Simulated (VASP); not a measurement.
# Tl2H (R3m) in VASP: a series of runs

Runs on Tl2H. Level: PBE. Tasks: single point, relaxation of cell and atoms.

All numbers are computed with VASP 6.6.1; they aren't measurements. Logs are shortened: lines on timing, memory, paths and dates and some standing lists are left out, and cuts for length are marked.

**1. The cell of the first run**

The structure is trigonal, space group R3m (No. 160). The conventional cell has a = 3.578 Å, b = 3.578 Å, c = 19.557 Å, α = 90.00°, β = 90.00°, γ = 120.00°. Tl (site symmetry 3m) has 3 H at 2.31 Å within 3.1 Å. Within 4.3 Å of Tl (site symmetry 3m) lie 3 H at 3.27 Å and 10 Tl at 3.57 to 3.60 Å. Within 3.1 Å of H (site symmetry 3m) lie 3 Tl at 2.31 Å.

**2. Single point, PBE**

File INCAR:

```
SYSTEM = Tl2H
  PREC = Accurate
  ENCUT = 520
  EDIFF = 1E-7
  ISMEAR = 0
  SIGMA = 0.1
  LREAL = .FALSE.
  LASPH = .TRUE.
  NELM = 60
  ALGO = Normal
  ISIF = 2
  LWAVE = .FALSE.
  LCHARG = .FALSE.
  GGA = PE
  NBANDS = 20
```

File KPOINTS:

```
Automatic mesh
0
G
  6 6 6
  0 0 0
```

File POSCAR:

```
Tl2H
1.0
    1.7892307836      1.0330128745      6.5191137668
   -1.7892307836      1.0330128745      6.5191137668
    0.0000000000     -2.0660257491      6.5191137668
Tl H
2 1
Direct
    0.7451294016      0.7451294016      0.7451294016
    0.5624738611      0.5624738611      0.5624738611
    0.0256967373      0.0256967373      0.0256967373
```

Potentials or basis: VASP PAW PBE potentials, release 64 (Tl_d, H).

The run is started by

```bash
$ cat potpaw_PBE.64/Tl_d/POTCAR potpaw_PBE.64/H/POTCAR > POTCAR
$ mpirun -np 1 vasp_std > vasp.out
```

OUTCAR:

```text
SYSTEM = Tl2H
   PREC = Accurate
   ENCUT = 520
   EDIFF = 1E-7
   ISMEAR = 0
   LREAL = .FALSE.
   LASPH = .TRUE.
   NELM = 60
   ISIF = 2
   GGA = PE

 ion  position               nearest neighbor table
   1  0.745  0.745  0.745-   3 2.31   3 2.31   3 2.31   2 3.57   2 3.60   2 3.60   2 3.60
   2  0.562  0.562  0.562-   1 3.57   1 3.60   1 3.60   1 3.60
   3  0.026  0.026  0.026-   1 2.31   1 2.31   1 2.31

  LATTYP: Found a trigonal (rhomboedric) cell.
 ALAT       =     6.8386626398
 COS(alpha) =     0.8630946692

  Lattice vectors:

 A1 = (   1.7892307836,   1.0330128745,   6.5191137668)
 A2 = (  -1.7892307836,   1.0330128745,   6.5191137668)
 A3 = (   0.0000000000,  -2.0660257491,   6.5191137668)

Analysis of symmetry for initial positions (statically):
=====================================================================
 Subroutine PRICEL returns:
 Original cell was already a primitive cell.

 Routine SETGRP: Setting up the symmetry group for a
 trigonal (rhombohedral) supercell.

 Subroutine GETGRP returns: Found  6 space group operations
 (whereof  6 operations were pure point group operations)
 out of a pool of 12 trial point group operations.

The static configuration has the point symmetry C_3v.

Analysis of symmetry for dynamics (positions and initial velocities):
=====================================================================
 Subroutine PRICEL returns:
 Original cell was already a primitive cell.

 Routine SETGRP: Setting up the symmetry group for a
 trigonal (rhombohedral) supercell.

 Subroutine GETGRP returns: Found  6 space group operations
 (whereof  6 operations were pure point group operations)
 out of a pool of 12 trial point group operations.

The dynamic configuration has the point symmetry C_3v.

 Subroutine INISYM returns: Found  6 space group operations
 (whereof  6 operations are pure point group operations),
 and found     1 'primitive' translations

----------------------------------------------------------------------------------------

                                     Primitive cell

  volume of cell :      72.2956

  direct lattice vectors                    reciprocal lattice vectors
     1.789230784  1.033012875  6.519113767     0.279449697  0.161340358  0.051131694
    -1.789230784  1.033012875  6.519113767    -0.279449697  0.161340358  0.051131694
     0.000000000 -2.066025749  6.519113767     0.000000000 -0.322680715  0.051131694

  length of vectors
     6.838662640  6.838662640  6.838662640     0.326706740  0.326706740  0.326706740

  position of ions in fractional coordinates (direct lattice)
     0.745129402  0.745129402  0.745129402
     0.562473861  0.562473861  0.562473861
     0.025696737  0.025696737  0.025696737

  ion indices of the primitive-cell ions
   primitive index   ion index
                 1           1
                 2           2
                 3           3

----------------------------------------------------------------------------------------

 KPOINTS: Automatic mesh

Automatic generation of k-mesh.
 Grid dimensions read from file:
 generate k-points for:    6    6    6

 Generating k-lattice:

  Cartesian coordinates                     Fractional coordinates (reciprocal lattice)
     0.046574949  0.026890060  0.008521949     0.166666667  0.000000000 -0.000000000
    -0.046574949  0.026890060  0.008521949     0.000000000  0.166666667 -0.000000000
     0.000000000 -0.053780119  0.008521949    -0.000000000 -0.000000000  0.166666667

  Length of vectors
     0.054451123  0.054451123  0.054451123

  Shift w.r.t. Gamma in fractional coordinates (k-lattice)
     0.000000000  0.000000000  0.000000000

 Subroutine IBZKPT returns following result:
 ===========================================

 Found     32 irreducible k-points:

 Following reciprocal coordinates:
            Coordinates               Weight
  0.000000  0.000000  0.000000      1.000000
  0.166667  0.000000 -0.000000      6.000000
  0.333333  0.000000  0.000000      6.000000
  0.500000  0.000000  0.000000      3.000000
  0.166667  0.166667 -0.000000      6.000000
  0.333333  0.166667  0.000000     12.000000
[... 16 lines left out ...]
  0.500000  0.500000  0.166667      6.000000
 -0.333333  0.500000  0.166667     12.000000
 [... further k-points ...]
   k-points           NKPTS =     32   k-points in BZ     NKDIM =     32   number of bands    NBANDS=     20
   number of dos      NEDOS =    301   number of ions     NIONS =      3
   total plane-waves  NPLWV = 157464
   dimension x,y,z NGX =    54 NGY =   54 NGZ =   54
   dimension x,y,z NGXF=   108 NGYF=  108 NGZF=  108
   ions per type =               2   1
   NGX,Y,Z   is equivalent  to a cutoff of  13.13, 13.13, 13.13 a.u.
   NGXF,Y,Z  is equivalent  to a cutoff of  26.25, 26.25, 26.25 a.u.
 SYSTEM =  Tl2H
   PREC   = accura    normal or accurate (medium, high low for compatibility)
   ISTART =      0    job   : 0-new  1-cont  2-samecut
   ICHARG =      2    charge: 1-file 2-atom 10-const
   ISPIN  =      1    spin polarized calculation?
   LNONCOLLINEAR =      F non collinear calculations
   LSORBIT =      F    spin-orbit coupling
   LASPH  =      T    aspherical Exc in radial PAW
   ENCUT  =  520.0 eV  38.22 Ry    6.18 a.u.  12.72 12.72 12.72*2*pi/ulx,y,z
   NELM   =     60;   NELMIN=  2; NELMDL= -5     # of ELM steps
   EDIFF  = 0.1E-06   stopping-criterion for ELM
   LREAL  =      F    real-space projection
   EDIFFG = 0.1E-05   stopping-criterion for IOM
   NSW    =      0    number of steps for IOM
   IBRION =     -1    ionic relax: 0-MD 1-quasi-New 2-CG
   NFREE  =      0    steps in history (QN), initial steepest desc. (CG)
   ISIF   =      2    stress and relaxation
   ISYM   =      2    0-nonsym 1-usesym 2-fastsym
   POTIM  = 0.5000    time-step for ionic-motion
   TEBEG  =    0.0;   TEEND  =   0.0 temperature during run
   PSTRESS=    0.0 pullay stress
   NELECT =      27.0000    total number of electrons
   NUPDOWN=      -1.0000    fix difference up-down
   EMIN   =  10.00;   EMAX   =-10.00  energy-range for DOS
   EFERMI =   0.00;   METHOD = LEGACY
   ISMEAR =     0;   SIGMA  =   0.10  broadening in eV -4-tet -1-fermi 0-gaus
   EFERMI_NEDOS =   21; number of points for ismear=-14 and -15
   IALGO  =     38    algorithm
   IMIX   =      4    mixing-type and parameters
     AMIX     =   0.40;   BMIX     =  1.00
     AMIX_MAG =   1.60;   BMIX_MAG =  1.00
  volume/ion in A,a.u.               =      24.10       162.62
  Fermi-wavevector in a.u.,A,eV,Ry     =   1.178941  2.227876 18.910767  1.389902
  Thomas-Fermi vector in A             =   2.315261
   LORBIT       =      0    0 simple, 1 ext, 2 COOP (PROOUT), +10 PAW based schemes
   GGA     = PE    functional components
   LHFCALC =     F    Hartree Fock is set to
   AEXX    =    0.0000 exact exchange contribution
   IVDW    =     0    specifies the selected vdW correction
   LEPSILON=     F    determine dielectric tensor
   LRPA    =     F    only Hartree local field effects (RPA)
 non-spin polarized calculation
 Gauss-broadening in eV      SIGMA  =   0.10
  energy-cutoff  :      520.00
  volume of cell :       72.30
 maximum number of plane-waves:      1987
 NGX is ok and might be reduce to    54
   NGX = 25   NGY = 25   NGZ = 25

 number of electron      27.0000000 magnetization

 Free energy of the ion-electron system (eV)
  ---------------------------------------------------
  ext. energy  EPLUGINS =         0.00000000
  ---------------------------------------------------
  free energy    TOTEN  =        -6.93955444 eV

  energy without entropy =       -6.93546333  energy(sigma->0) =       -6.93750889

 E-fermi :   4.6281     XC(G=0):  -9.2814

 val. band max:        4.6271221234   @ k =  -0.3333   0.3333   0.1667
 cond. band min:       4.7526963144   @ k =   0.3333   0.3333  -0.0000
 fundamental gap:      0.1255741910
 Fermi energy:         4.6280764621

 k-point     1 :       0.0000    0.0000    0.0000
  band No.  band energies     occupation
      1      -6.9668      2.00000
      2      -6.9022      2.00000
      3      -6.8134      2.00000
      4      -6.8134      2.00000
      5      -6.8006      2.00000
      6      -6.8006      2.00000
[... 12 lines left out ...]
     19      12.9780      0.00000
     20      14.2051      0.00000

 k-point     2 :       0.1667    0.0000   -0.0000
  band No.  band energies     occupation
      1      -6.9359      2.00000
      2      -6.8844      2.00000
      3      -6.8355      2.00000
      4      -6.7728      2.00000
      5      -6.7374      2.00000
      6      -6.7219      2.00000
[... 12 lines left out ...]
     19      12.2056      0.00000
     20      14.0616      0.00000

 k-point     3 :       0.3333    0.0000    0.0000
  band No.  band energies     occupation
      1      -7.0128      2.00000
      2      -6.9297      2.00000
      3      -6.8738      2.00000
      4      -6.8438      2.00000
      5      -6.7025      2.00000
      6      -6.6355      2.00000
[... 12 lines left out ...]
     19      11.7207      0.00000
     20      12.3451      0.00000

 k-point     4 :       0.5000    0.0000    0.0000
  band No.  band energies     occupation
      1      -7.0745      2.00000
      2      -6.9647      2.00000
      3      -6.9429      2.00000
      4      -6.8461      2.00000
      5      -6.7155      2.00000
      6      -6.6245      2.00000
[... 429 lines left out ...]
 k-point    23 :       0.5000    0.5000    0.1667
  band No.  band energies     occupation
      1      -7.0432      2.00000
      2      -6.9248      2.00000
      3      -6.8347      2.00000
      4      -6.7877      2.00000
      5      -6.7558      2.00000
      6      -6.6866      2.00000
[... 12 lines left out ...]
     19      11.8149      0.00000
     20      12.5887      0.00000

 k-point    24 :      -0.3333    0.5000    0.1667
  band No.  band energies     occupation
      1      -6.9960      2.00000
      2      -6.8906      2.00000
      3      -6.8508      2.00000
      4      -6.8036      2.00000
      5      -6.7744      2.00000
      6      -6.6916      2.00000
[... 12 lines left out ...]
     19       9.9954      0.00000
     20      12.0043      0.00000

 [... further k-points ...]

------------------------ aborting loop because EDIFF is reached ----------------------------------------

  FORCE on cell =-STRESS in cart. coord.  units (eV):
  Direction    XX          YY          ZZ          XY          YZ          ZX
  --------------------------------------------------------------------------------------
  -------------------------------------------------------------------------------------
  Total       -0.0159194     -0.0159194     -0.0526925      0.0000000      0.0000000      0.0000000
  in kB       -0.3527972     -0.3527972     -1.1677442      0.0000000      0.0000000      0.0000000
  external PRESSURE =      -0.6244462 kB  Pullay stress =       0.0000000 kB

 VOLUME and BASIS-vectors are now :
 -----------------------------------------------------------------------------
  energy-cutoff  :      520.00
  volume of cell :       72.30
      direct lattice vectors                 reciprocal lattice vectors
     1.789230784  1.033012875  6.519113767     0.279449697  0.161340358  0.051131694
    -1.789230784  1.033012875  6.519113767    -0.279449697  0.161340358  0.051131694
     0.000000000 -2.066025749  6.519113767     0.000000000 -0.322680715  0.051131694

 POSITION                                       TOTAL-FORCE (eV/Angst)
 -----------------------------------------------------------------------------------
      0.00000     -0.00000     14.57275         0.000000     -0.000000      0.009904
      0.00000     -0.00000     11.00049         0.000000      0.000000     -0.003943
      0.00000     -0.00000      0.50256         0.000000      0.000000     -0.005961
 -----------------------------------------------------------------------------------
    total drift:                                0.000000      0.000000     -0.000005

  FREE ENERGIE OF THE ION-ELECTRON SYSTEM (eV)
  ---------------------------------------------------
  free  energy   TOTEN  =        -6.9395544387 eV

  energy  without entropy=       -6.9354633330  energy(sigma->0) =       -6.93750889
```

Wall time 63 s (1 thread of Intel Xeon 6975P-C (Granite Rapids), shared host); peak memory 0.38 GiB.

Results:

```yaml
Free_energy: -6.9396 eV
Pressure: -0.1 GPa
Largest_force: 0.010 eV/Å
Band_gap_on_the_k_mesh: zero (an odd number of electrons rules out a gap without spin polarisation)
```

Forces on the atoms (eV/Å):
```
Tl   0.000  0.000  0.010
Tl   0.000  0.000 -0.004
H    0.000  0.000 -0.006
```

Caveat: spin-orbit coupling is left out, which moves the levels of the heavy elements.

**3. Relaxation of cell and atoms, PBE**

This run uses another cell than the first one, of 20.00 Å³/atom.

File INCAR:

```
SYSTEM = Tl2H
PREC = Accurate ; ENCUT = 600
EDIFF = 1E-6 ; ISMEAR = 0
SIGMA = 0.1 ; LREAL = .FALSE.
LASPH = .TRUE. ; NELM = 80
ALGO = Normal ; ISIF = 3
LWAVE = .FALSE. ; LCHARG = .FALSE.
GGA = PE ; IBRION = 2
NSW = 90 ; EDIFFG = -0.04
```

KPOINTS is that of step 2.

File POSCAR:

```
Tl2H
1.0
    1.6476607772      0.9512773932      6.3794931333
   -1.6476607772      0.9512773932      6.3794931333
    0.0000000000     -1.9025547864      6.3794931333
Tl H
2 1
Direct
    0.7484000000      0.7484000000      0.7484000000
    0.5849000000      0.5849000000      0.5849000000
    0.0000000000      0.0000000000      0.0000000000
```

Potentials or basis: VASP PAW PBE potentials, release 64 (Tl_d, H).

The run is started by

```bash
$ cat potpaw_PBE.64/Tl_d/POTCAR potpaw_PBE.64/H/POTCAR > POTCAR
$ mpirun -np 1 vasp_std > vasp.out
```

It took 12 min on 1 thread of Intel Xeon 6975P-C (Granite Rapids), shared host; peak memory 0.46 GiB.

It converged, with:

- Free energy: -6.9345 eV
- Relaxed volume: 24.00 Å³/atom
- Relaxed cell: a = 6.830 Å, b = 6.830 Å, c = 6.830 Å, α = 30.33°, β = 30.33°, γ = 30.33°
- Space group after relaxing (to 0.1 Å): R3m (No. 160)
- Energy gained by relaxing: 110.0 meV/atom
- Ionic steps: 25
- Pressure after relaxing: 0.0 GPa
- Largest force after relaxing: 0.013 eV/Å
- Band gap on the k mesh: zero (an odd number of electrons rules out a gap without spin polarisation)

Forces on the atoms (eV/Å):
```
Tl   0.000  0.000  0.002
Tl   0.000  0.000 -0.013
H    0.000  0.000  0.011
```

Stress tensor (GPa, compression positive):
```
 0.03  0.00  0.00
 0.00  0.03  0.00
 0.00  0.00 -0.09
```

The path:
| step | energy change (eV) | largest force (eV/Å) | pressure (GPa) | volume (Å³) |
| --- | --- | --- | --- | --- |
| 1 | 0.0000 | 0.7048 | 6.80 | 59.99 |
| 2 | -0.2140 | 0.2797 | 1.26 | 67.67 |
| 3 | -0.2294 | 0.1045 | -0.72 | 72.60 |
| 4 | -0.2318 | 0.1439 | -0.33 | 71.34 |
| 5 | -0.2318 | 0.1516 | -0.21 | 71.10 |
| 6 | -0.2374 | 0.1577 | -0.19 | 70.84 |
| 7 | -0.2479 | 0.1720 | 0.02 | 70.03 |
| 8 | -0.2373 | 0.1828 | 0.75 | 68.29 |
| 9 | -0.2489 | 0.1840 | 0.20 | 69.56 |
| 10 | -0.2539 | 0.0962 | 0.00 | 69.80 |
| 11 | -0.2553 | 0.1084 | -0.15 | 70.01 |
| 12 | -0.2579 | 0.1162 | -0.01 | 69.61 |
| 13 | -0.2636 | 0.1430 | 0.42 | 68.40 |
| 14 | -0.2604 | 0.1816 | 1.63 | 66.03 |
| 15 | -0.2651 | 0.1630 | 0.84 | 67.58 |
| 16 | -0.2659 | 0.1636 | 0.82 | 67.57 |
| 17 | -0.2682 | 0.1647 | 0.85 | 67.55 |
| 18 | -0.2729 | 0.1634 | 0.90 | 67.51 |
| 19 | -0.2820 | 0.1495 | 1.05 | 67.43 |
| 20 | -0.2954 | 0.0894 | 1.52 | 67.26 |
| 21 | -0.3085 | 0.0720 | 1.18 | 68.27 |
| 22 | -0.3286 | 0.0397 | 0.24 | 71.35 |
| 23 | -0.3290 | 0.0587 | 0.12 | 71.88 |
| 24 | -0.3295 | 0.0425 | 0.08 | 71.91 |
| 25 | -0.3301 | 0.0134 | -0.01 | 72.00 |

Final structure:
```
Tl H
1.0
     1.78662    1.03151    6.51102
    -1.78662    1.03151    6.51102
     0.00000   -2.06302    6.51102
Tl H
2 1
Direct
  0.74535 0.74535 0.74535
  0.56331 0.56331 0.56331
  0.02464 0.02464 0.02464
```

Levels at points of the mesh, in eV from the Fermi level:
```csv
k point,band 11,band 12,band 13,band 14,band 15,band 16
"(0.00, 0.00, 0.00)",-9.38,-6.54,-3.42,3.43,7.36,8.12
"(0.50, 0.00, 0.00)",-5.67,-4.63,-3.14,-1.22,1.56,2.06
"(0.50, 0.50, 0.00)",-5.40,-4.89,-3.38,-1.43,1.84,3.81
"(0.50, 0.50, 0.50)",-8.80,-8.00,-0.85,1.24,5.64,7.43
```

Caveat: the k points lie up to 0.34 Å⁻¹ apart in the final cell, too coarse for converged energies and pressures of a metal; the volume moved by over 15 % at a fixed basis, so the end points are rough; spin-orbit coupling is left out, which moves the levels of the heavy elements.

The gap in the log of VASP goes by the Fermi energy; the results here count the filled bands.